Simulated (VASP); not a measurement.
Write the native input for VASP 6.6.1 that does the following.

- Task: single point
- Functional: PBEsol
- Potentials or basis: VASP PAW PBE potentials, release 64 (Sn_d, O)
- Cutoff: 520 eV
- k mesh: 4 × 4 × 6
- Occupations: gaussian, width 0.01 eV
- Spin: no spin polarisation
- Dipole correction: no
- Further INCAR settings: ALGO = Normal; EDIFF = 1e-07; NBANDS = 35

The structure of SnO2 lies in POSCAR:

```
SnO2
1.0
    4.7880000000      0.0000000000      0.0000000000
    0.0000000000      4.8665800000      0.0000000000
    0.0000000000      0.0000000000      3.2409000000
Sn O
2 4
Direct
    0.5000000000      0.5000000000      0.5000000000
    0.0000000000      0.0000000000      0.0000000000
    0.2918500000      0.3210400000      0.0000000000
    0.7918500000      0.1789600000      0.5000000000
    0.2081400000      0.8210400000      0.5000000000
    0.7081500000      0.6789600000      0.0000000000
```

These files were run (other wordings do the same):

INCAR

```
  ALGO = Normal
  EDIFF = 1E-7
  ENCUT = 520
  GGA = PS
  ISIF = 2
  ISMEAR = 0
  LASPH = T
  LCHARG = F
  LREAL = F
  LWAVE = F
  NBANDS = 35
  NELM = 100
  PREC = Accurate
  SIGMA = 0.01
```

KPOINTS

```
k-points
0
Gamma
  4 4 6
```

Potentials or basis: VASP PAW PBE potentials, release 64 (Sn_d, O).

Command:

```bash
$ cat potpaw_PBE.64/Sn_d/POTCAR potpaw_PBE.64/O/POTCAR > POTCAR
$ mpirun -np 1 vasp_std > vasp.out
```

It gave:

| Quantity | Value |
| --- | --- |
| Pressure | -5.8 GPa |
| Largest force | 0.104 eV/Å |
| Band gap on the k mesh | 0.72 eV, direct |

Caveat: the PAW data sets were made with another functional, which shifts forces and pressure a little; spin-orbit coupling is left out, which moves the levels of the heavy elements.

It took 87 s on 1 thread of Intel(R) Xeon(R) Platinum 8375C CPU @ 2.90GHz (Ice Lake), with other jobs on the host, peak memory 0.22 GiB.
